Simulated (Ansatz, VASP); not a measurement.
Cu in VASP and in Ansatz

File INCAR:

```
SYSTEM = Cu
PREC = Accurate
ENCUT = 520
EDIFF = 1E-7
ISMEAR = -1
SIGMA = 0.1
LREAL = .FALSE.
LASPH = .TRUE.
NELM = 60
ALGO = Normal
ISIF = 2
LWAVE = .FALSE.
LCHARG = .TRUE.
GGA = B5
ALDAX = 1.0
AGGAX = 1.0
AGGAC = 1.0
ALDAC = 0.0
LELF = .TRUE.
LVHAR = .TRUE.
NBANDS = 12
```

Contents of KPOINTS:

```
regular mesh
0
G
  17 17 17
  0 0 0
```

The input POSCAR:

```
Cu
1.0
   -1.4520183776      1.4520183776      1.4520183776
    1.4520183776     -1.4520183776      1.4520183776
    1.4520183776      1.4520183776     -1.4520183776
Cu
1
Direct
    0.0000000000      0.0000000000      0.0000000000
```

Input for Ansatz:

```yaml
crystal:
  lattice:
    - [-1.4520183776, 1.4520183776, 1.4520183776]
    - [1.4520183776, -1.4520183776, 1.4520183776]
    - [1.4520183776, 1.4520183776, -1.4520183776]
  atoms:
    - { symbol: Cu, position: [0.0, 0.0, 0.0] }
hamiltonian:
  xc: blyp
  pseudopotentials:
    kind: paw
    azcp:
      Cu: "pseudopotentials/Cu.paw.azcp"
basis:
  ecutwfc: 420
  fft_grid_basis: typed
kpoints:
  mp_grid: { grid: [17, 17, 17], shift: [0, 0, 0] }
magnetization:
  spin_polarized: false
scf:
  occupations: { method: fermi_dirac, width: 0.1 }
  lower_state_search: "off"
output:
  stress: true
  write_density: true
  write_potential: true
  elf: true
  volumetric_format: npy
```

Alike in both runs: task single point; functional BLYP; k mesh 17 × 17 × 17; occupations fermi-dirac, width 0.1 eV; no spin polarisation.

|  | VASP | Ansatz |
| --- | --- | --- |
| version | VASP 6.6.1 | Ansatz 0.2.0 |
| potentials or method | VASP PAW PBE potentials, release 64 (Cu), cutoff 520 eV | plane waves (420 eV) with PAW, scalar-relativistic |
| valence electrons in the cell | 11 | 19 |

|  | VASP | Ansatz | Ansatz less VASP |
| --- | --- | --- | --- |
| pressure (GPa) | 5.8 | 5.1 | -0.63 |

VASP's potentials were made for PBE, not for BLYP. The functional is the same, so the differences come from potentials, cutoffs and numerics. VASP's potentials hold 11 valence electrons a cell and Ansatz's 19, so a difference there can come from the potentials and not from the codes.
